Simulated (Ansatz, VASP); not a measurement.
# Two plane-wave programs on CdTe

```
Te Cd
1.0
     9.21587    0.00000    0.00000
    -4.60793    7.98118    0.00000
     0.00000    0.00000   24.02875
Te Cd
8 8
Direct
  0.50000 0.00000 0.33293
  0.50000 0.50000 0.33293
  0.00000 0.00000 0.33293
  0.00000 0.50000 0.33293
  0.73776 0.97673 0.51625
  0.76178 0.51153 0.47818
  0.27059 0.03603 0.49895
  0.24402 0.50096 0.48157
  0.16667 0.83333 0.37208
  0.16667 0.33333 0.37208
  0.66667 0.83333 0.37208
  0.66667 0.33333 0.37208
  0.43513 0.85868 0.45640
  0.47380 0.44068 0.53638
  0.93100 0.87213 0.45570
  0.91124 0.33505 0.52282
```

Alike in both runs: task single point; functional PBE; dispersion D3(BJ); k mesh 2 × 2 × 1; occupations gaussian, width 0.05 eV; no spin polarisation.

```csv
,VASP,Ansatz
version,VASP 6.6.1,Ansatz 0.2.0
potentials or method,"VASP PAW PBE potentials, release 64 (Te, Cd), cutoff 400 eV","scalar-relativistic, plane waves, PAW"
valence electrons in the cell,144,288
```

```tsv
	VASP	Ansatz	Ansatz less VASP
gap on the k mesh at the Fermi level (eV)	0.61	0.62	+0.008
least direct gap on the mesh (eV)	0.61	0.62	+0.008
rms of the force components (eV/Å)	0.260	0.263	+0.0024
```

VASP's potentials hold 144 valence electrons a cell and Ansatz's 288, so a difference there can come from the potentials and not from the codes.

Neither program's run includes spin-orbit coupling.
